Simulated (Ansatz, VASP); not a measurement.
**Two plane-wave programs on Ga4PN3**

```
CELL_PARAMETERS angstrom
-2.37975 2.37975 4.69193
2.37975 -2.37975 4.69193
2.37975 2.37975 -4.69193
ATOMIC_POSITIONS crystal
N 0.25000 0.75000 0.50000
N 0.50000 0.50000 0.00000
N 0.75000 0.25000 0.50000
Ga 0.85867 0.41167 0.00000
Ga 0.14133 0.14133 0.55301
Ga 0.41167 0.85867 0.00000
Ga 0.58833 0.58833 0.44699
P 0.00000 0.00000 0.00000
```

Alike in both runs: task single point; functional r2SCAN; k mesh 8 × 8 × 8; no spin polarisation.

```csv
,VASP,Ansatz
version,VASP 6.6.1,Ansatz 0.2.0
potentials or method,"VASP PAW PBE potentials, release 64 (N, Ga_d, P)","plane waves, PAW"
plane-wave cutoff (eV),520,500
occupations,"gaussian, width 0.01 eV",fixed
valence electrons in the cell,72,72
```

|  | VASP | Ansatz | Ansatz less VASP |
| --- | --- | --- | --- |
| gap on the k mesh at the Fermi level (eV) | 1.11 | 1.12 | +0.013 |
| pressure (GPa) | 0.6 | 0.0 | -0.59 |
| rms of the force components (eV/Å) | 0.020 | 0.000 | -0.0193 |

VASP's potentials were made for PBE, not for r2SCAN.
